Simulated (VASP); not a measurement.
# SrO in VASP: further runs

The runs below take SrO through single point, with PBE.

Everything below comes from runs of VASP 6.6.1. Logs are shortened: lines on timing, memory, paths and dates and some standing lists are left out, and cuts for length are marked.

## Step 1: The cell of the first run

The structure is hexagonal, space group P6_3mc (No. 186). Conventional cell: a = 3.547 Å, b = 3.547 Å, c = 6.191 Å, α = 90.00°, β = 90.00°, γ = 120.00°. Sr (site symmetry 3m) has 6 O at 2.53 to 2.61 Å within 3.3 Å. O (site symmetry 3m) has 6 Sr at 2.53 to 2.61 Å and 2 O at 3.10 Å within 3.3 Å.

## Step 2: Single point, PBE

File INCAR:

```
  ALGO = Normal
  EDIFF = 1E-6
  ENCUT = 520
  GGA = PE
  ISIF = 2
  ISMEAR = 0
  LASPH = True
  LCHARG = True
  LELF = True
  LREAL = False
  LVHAR = True
  LWAVE = False
  NBANDS = 24
  NELM = 100
  PREC = Accurate
  SIGMA = 0.05
```

File KPOINTS:

```
k-points
0
Gamma
  9 9 4
```

File POSCAR:

```
SrO
1.0
    3.5472592105      0.0000000000      0.0000000000
   -1.7736296053      3.0720165901      0.0000000000
    0.0000000000      0.0000000000      6.1908078759
Sr O
2 2
Direct
    0.3333333333      0.6666666667      0.2517315869
    0.6666666667      0.3333333333      0.7517315869
    0.0000000000      0.0000000000     -0.0094831953
    0.0000000000      0.0000000000      0.4905168047
```

Potentials or basis: VASP PAW PBE potentials, release 64 (Sr_sv, O).

Command:

```
cat potpaw_PBE.64/Sr_sv/POTCAR potpaw_PBE.64/O/POTCAR > POTCAR
mpirun -np 1 vasp_std > vasp.out
```

OUTCAR:

```text
EDIFF = 1E-6
   ENCUT = 520
   GGA = PE
   ISIF = 2
   ISMEAR = 0
   LASPH = True
   LREAL = False
   NELM = 100
   PREC = Accurate

 ion  position               nearest neighbor table
   1  0.333  0.667  0.252-   4 2.53   4 2.53   4 2.53   3 2.61   3 2.61   3 2.61   2 3.71   2 3.71
                             2 3.71   2 3.71   2 3.71   2 3.71
   2  0.667  0.333  0.752-   3 2.53   3 2.53   3 2.53   4 2.61   4 2.61   4 2.61   1 3.71   1 3.71
                             1 3.71   1 3.71   1 3.71   1 3.71
   3  0.000  0.000  0.991-   2 2.53   2 2.53   2 2.53   1 2.61   1 2.61   1 2.61
   4  0.000  0.000  0.491-   1 2.53   1 2.53   1 2.53   2 2.61   2 2.61   2 2.61

  LATTYP: Found a hexagonal cell.
 ALAT       =     3.5472592105
 C/A-ratio  =     1.7452369586

  Lattice vectors:

 A1 = (   3.5472592105,   0.0000000000,   0.0000000000)
 A2 = (  -1.7736296053,   3.0720165901,   0.0000000000)
 A3 = (   0.0000000000,   0.0000000000,   6.1908078759)

Analysis of symmetry for initial positions (statically):
=====================================================================
 Subroutine PRICEL returns:
 Original cell was already a primitive cell.

 Routine SETGRP: Setting up the symmetry group for a
 hexagonal supercell.

 Subroutine GETGRP returns: Found 12 space group operations
 (whereof  6 operations were pure point group operations)
 out of a pool of 24 trial point group operations.

The static configuration has the point symmetry C_3v.
 The point group associated with its full space group is C_6v.

Analysis of symmetry for dynamics (positions and initial velocities):
=====================================================================
 Subroutine PRICEL returns:
 Original cell was already a primitive cell.

 Routine SETGRP: Setting up the symmetry group for a
 hexagonal supercell.

 Subroutine GETGRP returns: Found 12 space group operations
 (whereof  6 operations were pure point group operations)
 out of a pool of 24 trial point group operations.

The dynamic configuration has the point symmetry C_3v.
 The point group associated with its full space group is C_6v.

 Subroutine INISYM returns: Found 12 space group operations
 (whereof  6 operations are pure point group operations),
 and found     1 'primitive' translations

----------------------------------------------------------------------------------------

                                     Primitive cell

  volume of cell :      67.4627

  direct lattice vectors                    reciprocal lattice vectors
     3.547259211  0.000000000  0.000000000     0.281907789  0.162759538  0.000000000
    -1.773629605  3.072016590  0.000000000     0.000000000  0.325519075  0.000000000
     0.000000000  0.000000000  6.190807876     0.000000000  0.000000000  0.161529807

  length of vectors
     3.547259211  3.547259211  6.190807876     0.325519075  0.325519075  0.161529807

  position of ions in fractional coordinates (direct lattice)
     0.333333333  0.666666667  0.251731587
     0.666666667  0.333333333  0.751731587
     0.000000000  0.000000000  0.990516805
     0.000000000  0.000000000  0.490516805

  ion indices of the primitive-cell ions
   primitive index   ion index
                 1           1
                 2           2
                 3           3
                 4           4

----------------------------------------------------------------------------------------

 KPOINTS: k-points

Automatic generation of k-mesh.
 Grid dimensions read from file:
 generate k-points for:    9    9    4

 Generating k-lattice:

  Cartesian coordinates                     Fractional coordinates (reciprocal lattice)
     0.031323088  0.018084393  0.000000000     0.111111111  0.000000000  0.000000000
     0.000000000  0.036168786  0.000000000     0.000000000  0.111111111  0.000000000
     0.000000000  0.000000000  0.040382452     0.000000000  0.000000000  0.250000000

  Length of vectors
     0.036168786  0.036168786  0.040382452

  Shift w.r.t. Gamma in fractional coordinates (k-lattice)
     0.000000000  0.000000000  0.000000000

 Subroutine IBZKPT returns following result:
 ===========================================

 Found     36 irreducible k-points:

 Following reciprocal coordinates:
            Coordinates               Weight
  0.000000  0.000000  0.000000      1.000000
  0.111111  0.000000  0.000000      6.000000
  0.222222  0.000000  0.000000      6.000000
  0.333333  0.000000  0.000000      6.000000
  0.444444  0.000000  0.000000      6.000000
  0.111111  0.111111  0.000000      6.000000
[... 16 lines left out ...]
  0.333333  0.222222  0.250000     24.000000
  0.333333  0.333333  0.250000      4.000000
 [... further k-points ...]
   k-points           NKPTS =     36   k-points in BZ     NKDIM =     36   number of bands    NBANDS=     24
   number of dos      NEDOS =    301   number of ions     NIONS =      4
   total plane-waves  NPLWV =  37632
   dimension x,y,z NGX =    28 NGY =   28 NGZ =   48
   dimension x,y,z NGXF=    56 NGYF=   56 NGZF=   96
   ions per type =               2   2
   NGX,Y,Z   is equivalent  to a cutoff of  13.12, 13.12, 12.89 a.u.
   NGXF,Y,Z  is equivalent  to a cutoff of  26.24, 26.24, 25.78 a.u.
 SYSTEM =  unknown system
   PREC   = accura    normal or accurate (medium, high low for compatibility)
   ISTART =      0    job   : 0-new  1-cont  2-samecut
   ICHARG =      2    charge: 1-file 2-atom 10-const
   ISPIN  =      1    spin polarized calculation?
   LNONCOLLINEAR =      F non collinear calculations
   LSORBIT =      F    spin-orbit coupling
   LASPH  =      T    aspherical Exc in radial PAW
   ENCUT  =  520.0 eV  38.22 Ry    6.18 a.u.   6.60  6.60 11.51*2*pi/ulx,y,z
   NELM   =    100;   NELMIN=  2; NELMDL= -5     # of ELM steps
   EDIFF  = 0.1E-05   stopping-criterion for ELM
   LREAL  =      F    real-space projection
   EDIFFG = 0.1E-04   stopping-criterion for IOM
   NSW    =      0    number of steps for IOM
   IBRION =     -1    ionic relax: 0-MD 1-quasi-New 2-CG
   NFREE  =      0    steps in history (QN), initial steepest desc. (CG)
   ISIF   =      2    stress and relaxation
   ISYM   =      2    0-nonsym 1-usesym 2-fastsym
   POTIM  = 0.5000    time-step for ionic-motion
   TEBEG  =    0.0;   TEEND  =   0.0 temperature during run
   PSTRESS=    0.0 pullay stress
   NELECT =      32.0000    total number of electrons
   NUPDOWN=      -1.0000    fix difference up-down
   EMIN   =  10.00;   EMAX   =-10.00  energy-range for DOS
   EFERMI =   0.00;   METHOD = LEGACY
   ISMEAR =     0;   SIGMA  =   0.05  broadening in eV -4-tet -1-fermi 0-gaus
   EFERMI_NEDOS =   21; number of points for ismear=-14 and -15
   IALGO  =     38    algorithm
   IMIX   =      4    mixing-type and parameters
     AMIX     =   0.40;   BMIX     =  1.00
     AMIX_MAG =   1.60;   BMIX_MAG =  1.00
  volume/ion in A,a.u.               =      16.87       113.82
  Fermi-wavevector in a.u.,A,eV,Ry     =   1.276743  2.412695 22.178492  1.630073
  Thomas-Fermi vector in A             =   2.409382
   LORBIT       =      0    0 simple, 1 ext, 2 COOP (PROOUT), +10 PAW based schemes
   GGA     = PE    functional components
   LHFCALC =     F    Hartree Fock is set to
   AEXX    =    0.0000 exact exchange contribution
   IVDW    =     0    specifies the selected vdW correction
   LEPSILON=     F    determine dielectric tensor
   LRPA    =     F    only Hartree local field effects (RPA)
 non-spin polarized calculation
 Gauss-broadening in eV      SIGMA  =   0.05
  energy-cutoff  :      520.00
  volume of cell :       67.46
 maximum number of plane-waves:      1847
 NGX is ok and might be reduce to    28
   NGX = 13   NGY = 13   NGZ = 23

 number of electron      32.0000014 magnetization

 Free energy of the ion-electron system (eV)
  ---------------------------------------------------
  ext. energy  EPLUGINS =         0.00000000
  ---------------------------------------------------
  free energy    TOTEN  =       -23.71770006 eV

  energy without entropy =      -23.71770006  energy(sigma->0) =      -23.71770006

 E-fermi :   2.5172     XC(G=0): -10.0554

 val. band max:        2.2335572144   @ k =   0.0000   0.0000   0.0000
 cond. band min:       5.3611622317   @ k =   0.4444   0.0000   0.0000
 fundamental gap:      3.1276050173
 Fermi energy:         2.5172262330

 k-point     1 :       0.0000    0.0000    0.0000
  band No.  band energies     occupation
      1     -30.7105      2.00000
      2     -30.5979      2.00000
      3     -14.8787      2.00000
      4     -13.3427      2.00000
      5     -12.3778      2.00000
      6     -12.3778      2.00000
[... 16 lines left out ...]
     23       9.6037      0.00000
     24      10.5435      0.00000

 k-point     2 :       0.1111    0.0000    0.0000
  band No.  band energies     occupation
      1     -30.6940      2.00000
      2     -30.5879      2.00000
      3     -14.7831      2.00000
      4     -13.6238      2.00000
      5     -12.4943      2.00000
      6     -12.4229      2.00000
[... 16 lines left out ...]
     23       9.8177      0.00000
     24      10.2475      0.00000

 k-point     3 :       0.2222    0.0000    0.0000
  band No.  band energies     occupation
      1     -30.6510      2.00000
      2     -30.5631      2.00000
      3     -14.5065      2.00000
      4     -14.1141      2.00000
      5     -12.7654      2.00000
      6     -12.5168      2.00000
[... 16 lines left out ...]
     23      10.2831      0.00000
     24      10.3708      0.00000

 k-point     4 :       0.3333    0.0000    0.0000
  band No.  band energies     occupation
      1     -30.5990      2.00000
      2     -30.5372      2.00000
      3     -14.5350      2.00000
      4     -14.0890      2.00000
      5     -13.0483      2.00000
      6     -12.6118      2.00000
[... 16 lines left out ...]
     23      10.8618      0.00000
     24      11.1363      0.00000

 k-point     5 :       0.4444    0.0000    0.0000
  band No.  band energies     occupation
      1     -30.5606      2.00000
      2     -30.5242      2.00000
      3     -14.7721      2.00000
      4     -13.6615      2.00000
      5     -13.1895      2.00000
      6     -12.7169      2.00000
[... 16 lines left out ...]
     23      11.5980      0.00000
     24      12.1055      0.00000

 k-point     6 :       0.1111    0.1111    0.0000
  band No.  band energies     occupation
      1     -30.6642      2.00000
      2     -30.5704      2.00000
      3     -14.5966      2.00000
      4     -13.9782      2.00000
      5     -12.6999      2.00000
      6     -12.4559      2.00000
[... 16 lines left out ...]
     23      10.0660      0.00000
     24      10.1052      0.00000
[... 379 lines left out ...]
 k-point    21 :       0.4444    0.1111    0.2500
  band No.  band energies     occupation
      1     -30.5454      2.00000
      2     -30.5257      2.00000
      3     -14.7008      2.00000
      4     -13.9593      2.00000
      5     -12.8218      2.00000
      6     -12.7414      2.00000
[... 16 lines left out ...]
     23      11.5202      0.00000
     24      11.7782      0.00000

 k-point    22 :       0.2222    0.2222    0.2500
  band No.  band energies     occupation
      1     -30.5678      2.00000
      2     -30.5339      2.00000
      3     -14.5557      2.00000
      4     -14.0442      2.00000
      5     -12.8852      2.00000
      6     -12.7833      2.00000
[... 16 lines left out ...]
     23      11.2570      0.00000
     24      11.6822      0.00000

 k-point    23 :       0.3333    0.2222    0.2500
  band No.  band energies     occupation
      1     -30.5392      2.00000
      2     -30.5229      2.00000
      3     -14.6611      2.00000
      4     -13.8653      2.00000
      5     -12.9755      2.00000
      6     -12.9052      2.00000
[... 16 lines left out ...]
     23      11.5741      0.00000
     24      11.9686      0.00000

 k-point    24 :       0.3333    0.3333    0.2500
  band No.  band energies     occupation
      1     -30.5242      2.00000
      2     -30.5242      2.00000
      3     -14.6678      2.00000
      4     -13.7499      2.00000
      5     -13.0753      2.00000
      6     -13.0753      2.00000
[... 16 lines left out ...]
     23      12.0013      0.00000
     24      12.0014      0.00000

 [... further k-points ...]
[... 5 lines left out ...]
  --------------------------------------------------------------------------------------
  -------------------------------------------------------------------------------------
  Total        1.1683495      1.1683495      1.3094762     -0.0000000     -0.0000000      0.0000000
  in kB       27.7472248     27.7472248     31.0988546     -0.0000000     -0.0000000      0.0000000
  external PRESSURE =      28.8644347 kB  Pullay stress =       0.0000000 kB

 VOLUME and BASIS-vectors are now :
 -----------------------------------------------------------------------------
  energy-cutoff  :      520.00
  volume of cell :       67.46
      direct lattice vectors                 reciprocal lattice vectors
     3.547259211  0.000000000  0.000000000     0.281907789  0.162759538  0.000000000
    -1.773629605  3.072016590  0.000000000     0.000000000  0.325519075  0.000000000
     0.000000000  0.000000000  6.190807876     0.000000000  0.000000000  0.161529807

 POSITION                                       TOTAL-FORCE (eV/Angst)
 -----------------------------------------------------------------------------------
     -0.00000      2.04801      1.55842         0.000000     -0.000000     -0.172720
      1.77363      1.02401      4.65383        -0.000000      0.000000     -0.172720
      0.00000      0.00000      6.13210         0.000000      0.000000      0.172720
      0.00000      0.00000      3.03670        -0.000000     -0.000000      0.172720
 -----------------------------------------------------------------------------------
    total drift:                                0.000000     -0.000000     -0.000655

  FREE ENERGIE OF THE ION-ELECTRON SYSTEM (eV)
  ---------------------------------------------------
  free  energy   TOTEN  =       -23.7177000599 eV

  energy  without entropy=      -23.7177000599  energy(sigma->0) =      -23.71770006
```

Wall time 55 s (1 thread of Intel Xeon 6975P-C, shared host); peak memory 0.21 GiB.

What came out:

- Free energy: -23.7177 eV
- Pressure: 2.9 GPa
- Largest force: 0.173 eV/Å
- Band gap on the k mesh: 3.13 eV, indirect (least direct gap 3.14 eV)

Forces on the atoms (eV/Å):
```
Sr   0.000  0.000 -0.173
Sr   0.000  0.000 -0.173
O    0.000  0.000  0.173
O    0.000  0.000  0.173
```

## Step 3: Single point, PBE

File INCAR:

```
SYSTEM = SrO
PREC = Accurate ; ENCUT = 520
EDIFF = 1E-7 ; ISMEAR = 0
SIGMA = 0.05 ; LREAL = .FALSE.
LASPH = .TRUE. ; NELM = 100
ALGO = Normal ; ISIF = 2
LWAVE = .FALSE. ; LCHARG = .FALSE.
GGA = PE ; NBANDS = 24
```

File KPOINTS:

```
Automatic mesh
0
G
  9 9 4
  0 0 0
```

File POSCAR:

```
SrO
1.0
    3.5472592105      0.0000000000      0.0000000000
   -1.7736296053      3.0720165901      0.0000000000
    0.0000000000      0.0000000000      6.1908078759
Sr O
2 2
Direct
    0.3333333333      0.6666666667      0.2500000000
    0.6666666667      0.3333333333      0.7500000000
    0.0000000000      0.0000000000      0.0000000000
    0.0000000000      0.0000000000      0.5000000000
```

Potentials or basis: VASP PAW PBE potentials, release 64 (Sr_sv, O).

Command:

```
cat potpaw_PBE.64/Sr_sv/POTCAR potpaw_PBE.64/O/POTCAR > POTCAR
mpirun -np 1 vasp_std > vasp.out
```

OUTCAR:

```text
SYSTEM = SrO
   PREC = Accurate
   ENCUT = 520
   EDIFF = 1E-7
   ISMEAR = 0
   LREAL = .FALSE.
   LASPH = .TRUE.
   NELM = 100
   ISIF = 2
   GGA = PE

 ion  position               nearest neighbor table
   1  0.333  0.667  0.250-   3 2.57   4 2.57   3 2.57   4 2.57   3 2.57   4 2.57   2 3.71   2 3.71
                             2 3.71   2 3.71   2 3.71   2 3.71
   2  0.667  0.333  0.750-   3 2.57   4 2.57   3 2.57   4 2.57   3 2.57   4 2.57   1 3.71   1 3.71
                             1 3.71   1 3.71   1 3.71   1 3.71
   3  0.000  0.000  0.000-   1 2.57   2 2.57   2 2.57   1 2.57   2 2.57   1 2.57
   4  0.000  0.000  0.500-   1 2.57   2 2.57   2 2.57   1 2.57   2 2.57   1 2.57
[... 854 lines left out ...]
  -------------------------------------------------------------------------------------
  Total        1.1050322      1.1050322      1.2515200     -0.0000000      0.0000000      0.0000000
  in kB       26.2434980     26.2434980     29.7224477     -0.0000000      0.0000000      0.0000000
  external PRESSURE =      27.4031479 kB  Pullay stress =       0.0000000 kB

 VOLUME and BASIS-vectors are now :
 -----------------------------------------------------------------------------
  energy-cutoff  :      520.00
  volume of cell :       67.46
      direct lattice vectors                 reciprocal lattice vectors
     3.547259211  0.000000000  0.000000000     0.281907789  0.162759538  0.000000000
    -1.773629605  3.072016590  0.000000000     0.000000000  0.325519075  0.000000000
     0.000000000  0.000000000  6.190807876     0.000000000  0.000000000  0.161529807

 POSITION                                       TOTAL-FORCE (eV/Angst)
 -----------------------------------------------------------------------------------
     -0.00000      2.04801      1.54770         0.000000     -0.000000      0.000000
      1.77363      1.02401      4.64311        -0.000000      0.000000      0.000000
      0.00000      0.00000      0.00000        -0.000000     -0.000000     -0.000000
      0.00000      0.00000      3.09540        -0.000000     -0.000000     -0.000000
 -----------------------------------------------------------------------------------
    total drift:                               -0.000000      0.000000      0.000000

  FREE ENERGIE OF THE ION-ELECTRON SYSTEM (eV)
  ---------------------------------------------------
  free  energy   TOTEN  =       -23.7296474829 eV

  energy  without entropy=      -23.7296474829  energy(sigma->0) =      -23.72964748
```

It took 67 s on 1 thread of Intel Xeon 6975P-C, shared host; peak memory 0.21 GiB.

Results:

| Quantity | Value |
| --- | --- |
| Free energy | -23.7296 eV |
| Pressure | 2.7 GPa |
| Band gap on the k mesh | 3.08 eV, indirect (least direct gap 3.11 eV) |

A k mesh can miss the band edges. A hybrid or GW would open this gap; PBE tends to underestimate it.
